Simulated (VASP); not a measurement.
## Mo: single point with PBEsol

Crystal: Mo.

```
CELL_PARAMETERS angstrom
2.67378 0.00000 0.00000
-1.33689 2.31556 0.00000
0.00000 0.00000 2.55437
ATOMIC_POSITIONS crystal
Mo 0.00000 0.00000 0.50000
```

This cell differs from its parent crystal: strain -0.025 along x and y, +0.025 along z.

```json
{
 "Program": "VASP 6.6.1",
 "Task": "single point",
 "Functional": "PBEsol",
 "Potentials or basis": "VASP PAW PBE potentials, release 64 (Mo_sv)",
 "Cutoff": "520 eV",
 "k mesh": "24 × 24 × 24",
 "Occupations": "gaussian, width 0.15 eV",
 "Spin": "no spin polarisation"
}
```

```
Pressure               : 7.6 GPa
Band gap on the k mesh : zero (band 7 reaches 13.13 eV, above the bottom of band 8 at 11.19 eV)
```

Stress tensor (GPa, compression positive):
```
13.83  0.00  0.00
 0.00 13.83  0.00
 0.00  0.00 -4.83
```

Levels at points of the mesh, in eV from the Fermi level:
| k point | band 3 | band 4 | band 5 | band 6 | band 7 | band 8 | band 9 | band 10 | band 11 | band 12 |
| --- | --- | --- | --- | --- | --- | --- | --- | --- | --- | --- |
| (0.00, 0.00, 0.00) | -34.16 | -34.16 | -7.04 | -4.61 | -1.02 | -1.02 | 4.26 | 4.26 | 13.11 | 15.48 |
| (0.50, 0.00, 0.00) | -34.55 | -34.05 | -5.32 | -3.18 | 0.63 | 1.21 | 3.48 | 4.84 | 10.93 | 13.99 |
| (0.00, 0.00, 0.50) | -34.00 | -34.00 | -4.05 | -0.23 | -0.23 | -0.18 | 1.03 | 1.03 | 10.11 | 16.06 |
| (0.50, 0.00, 0.50) | -35.60 | -34.38 | -5.74 | -3.86 | -0.38 | 5.17 | 6.25 | 6.38 | 7.60 | 16.46 |

It took 54 s on 1 thread of Intel(R) Xeon(R) 6975P-C (Granite Rapids) (shared host), peak memory 0.25 GiB.

Caveat: the cell differs from its parent crystal (strain -0.025 along x and y, +0.025 along z); the PAW data sets were made with another functional, which shifts forces and pressure a little.
